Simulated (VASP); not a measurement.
Here is a VASP 6.6.1 calculation.

File INCAR:

```
SYSTEM = WC
  ALGO = Normal
  EDIFF = 1E-7
  ENCUT = 520
  GGA = RE
  ISIF = 2
  ISMEAR = -1
  IVDW = 13
  LASPH = .True.
  LCHARG = .False.
  LREAL = .False.
  LWAVE = .False.
  NBANDS = 16
  NELM = 80
  PREC = Accurate
  SIGMA = 0.05
```

KPOINTS

```
k-points
0
Gamma
  10 10 9
  0 0 0
```

POSCAR

```
WC
1.0
    2.8970346148      0.0000000000      0.0000000000
   -1.4485173074      2.5089055721      0.0000000000
    0.0000000000      0.0000000000      2.8286131218
W C
1 1
Direct
    0.0000000000      0.0000000000      0.0000000000
    0.6666666667      0.3333333333      0.5000000000
```

Potentials or basis: VASP PAW PBE potentials, release 64 (W_sv, C).

Command:

```bash
$ cat potpaw_PBE.64/W_sv/POTCAR potpaw_PBE.64/C/POTCAR > POTCAR
$ mpirun -np 1 vasp_std > vasp.out
```

Problem. Predict the dispersion energy per atom.

Solution. -0.819 eV.

Problem. Estimate the band gap on the k mesh.

Solution. Zero (band 9 reaches 11.94 eV, above the bottom of band 10 at 10.73 eV).

Stress tensor (GPa, compression positive):
```
0.94 0.00 0.00
0.00 0.94 0.00
0.00 0.00 1.19
```

Caveat: the PAW data sets were made with another functional, which shifts forces and pressure a little; spin-orbit coupling is left out, which moves the levels of the heavy elements; pairwise dispersion overbinds metals, which lowers pressure and volume.
